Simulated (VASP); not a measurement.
The system is Zr.

```
Zr
1.0
     0.00000    2.26633    2.26633
     2.26633    0.00000    2.26633
     2.26633    2.26633    0.00000
Zr
1
Direct
  0.00000 0.00000 0.00000
```

```yaml
Program: VASP 6.6.1
Task: relaxation of cell and atoms
Functional: BLYP
Potentials_or_basis: VASP PAW PBE potentials, release 64 (Zr_sv)
Cutoff: 600 eV
k_mesh: 12 × 12 × 12
Occupations: fermi-dirac, width 0.1 eV
Spin: no spin polarisation
```

At the start: pressure 2.9 GPa; volume 23.28 Å³/atom.

Question: Where does the relaxation end?

Answer: Over 3 steps the energy falls by 6.9 meV/atom and the volume is 24.06 Å³/atom (+3.3 %); space group Fm-3m (No. 225, to 0.05 Å).

Step by step:
```tsv
step	energy change (eV)	largest force (eV/Å)	pressure (GPa)	volume (Å³)
1	0.0000	0.0000	2.92	23.28
2	-0.0020	0.0000	-2.25	24.74
3	-0.0069	0.0000	-0.02	24.06
```

Final structure:
```cif
data_structure
_symmetry_space_group_name_H-M 'P 1'
_symmetry_Int_Tables_number 1
_cell_length_a 3.2404
_cell_length_b 3.2404
_cell_length_c 3.2404
_cell_angle_alpha 60.000
_cell_angle_beta 60.000
_cell_angle_gamma 60.000
_cell_volume 24.06
loop_
_atom_site_label
_atom_site_type_symbol
_atom_site_fract_x
_atom_site_fract_y
_atom_site_fract_z
_atom_site_occupancy
Zr1 Zr 0.00000 0.00000 0.00000 1
```

Caveat: the PAW data sets were made with another functional, which shifts forces and pressure a little.
